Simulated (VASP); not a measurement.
Write the native input for VASP 6.6.1 that does the following.

- Task: single point
- Functional: LDA
- Potentials or basis: VASP PAW LDA potentials, release 64 (Sn_d, Al)
- Cutoff: 520 eV
- k mesh: 7 × 7 × 8
- Occupations: fermi-dirac, width 0.05 eV
- Spin: no spin polarisation
- Dipole correction: no
- Further INCAR settings: ALGO = Normal; EDIFF = 1e-06; NBANDS = 16

The structure of AlSn lies in POSCAR:

```
AlSn
1.0
    4.2804423157      0.0000000000      0.0000000000
   -2.1402211578      3.7069717847      0.0000000000
    0.0000000000      0.0000000000      3.3717036030
Sn Al
1 1
Direct
    0.3333333333      0.6666666667      0.5000000000
    0.0000000000      0.0000000000      0.0000000000
```

The input as run:

INCAR

```
PREC = Accurate ; ENCUT = 520
EDIFF = 1E-6 ; ISMEAR = -1
SIGMA = 0.05 ; LREAL = F
LASPH = T ; NELM = 80
ALGO = Normal ; ISIF = 2
LWAVE = F ; LCHARG = T
LELF = T ; LVHAR = T
NBANDS = 16
```

KPOINTS

```
Automatic mesh
0
Gamma
  7 7 8
```

Potentials or basis: VASP PAW LDA potentials, release 64 (Sn_d, Al).

Command:

```console
$ cat potpaw_LDA.64/Sn_d/POTCAR potpaw_LDA.64/Al/POTCAR > POTCAR
$ mpirun -np 1 vasp_std > vasp.out
```

It gave:

| Quantity | Value |
| --- | --- |
| Pressure | -5.2 GPa |

Wall time 23 s on 1 thread of Intel(R) Xeon(R) Platinum 8488C (Sapphire Rapids), on a shared host, peak memory 0.17 GiB.
